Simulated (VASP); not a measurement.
Rh, 1 atom in the cell. Symmetry: Fm-3m, No. 225, cubic system. The conventional cell has a = 3.854 Å, b = 3.854 Å, c = 3.854 Å, α = 90.00°, β = 90.00°, γ = 90.00°. Rh (site symmetry m-3m) has 12 Rh at 2.72 Å within 3.6 Å. 

| Item | Value |
| --- | --- |
| Program | VASP 6.6.1 |
| Task | single point |
| Functional | RPBE |
| Potentials or basis | VASP PAW PBE potentials, release 64 (Rh_pv) |
| Cutoff | 520 eV |
| k mesh | 18 × 18 × 18 |
| Occupations | gaussian, width 0.1 eV |
| Spin | no spin polarisation |
| Dipole correction | no |
| Further INCAR settings | ALGO = Normal; EDIFF = 1e-07; NBANDS = 14 |

Potentials or basis: VASP PAW PBE potentials, release 64 (Rh_pv).

Launch:

```bash
$ cat potpaw_PBE.64/Rh_pv/POTCAR > POTCAR
$ mpirun -np 1 vasp_std > vasp.out
```

Hardware: 1 thread of AMD EPYC 9R45 (Zen 5), on a shared host.

Estimate the wall time of this run.

Wall time 21 s on 1 thread of AMD EPYC 9R45 (Zen 5) (shared host), peak memory 0.11 GiB. Counts: scf iterations 11, k points 195.
